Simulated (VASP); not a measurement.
A run of VASP 6.6.1:

Contents of INCAR:

```
SYSTEM = Ag
ALGO = Fast
EDIFF = 1E-7
EDIFFG = -0.01
ENCUT = 600
GGA = PE
IBRION = 2
ISIF = 3
ISMEAR = 0
LASPH = .TRUE.
LCHARG = .FALSE.
LREAL = .FALSE.
LWAVE = .FALSE.
NELM = 80
NSW = 100
PREC = Accurate
SIGMA = 0.1
```

The input KPOINTS:

```
k-points
0
G
  22 22 20
  0 0 0
```

POSCAR

```
Ag
1.0
    1.4943703575     -2.3492974201      0.0000000000
    1.4943703575      2.3492974201      0.0000000000
    0.0000000000      0.0000000000      2.7969652341
Ag
1
Direct
    0.5000000000      0.5000000000      0.5000000000
```

Potentials or basis: VASP PAW PBE potentials, release 64 (Ag).

The run is started by

```console
$ cat potpaw_PBE.64/Ag/POTCAR > POTCAR
$ mpirun -np 1 vasp_std > vasp.out
```

Hardware: 1 thread of Intel Xeon 6975P-C (shared host).

Q: Estimate the wall time of this run.

A: Wall time 11 min on 1 thread of Intel Xeon 6975P-C, on a shared host, peak memory 0.49 GiB. Counts: scf iterations 64, k points 1463, ion steps 8.
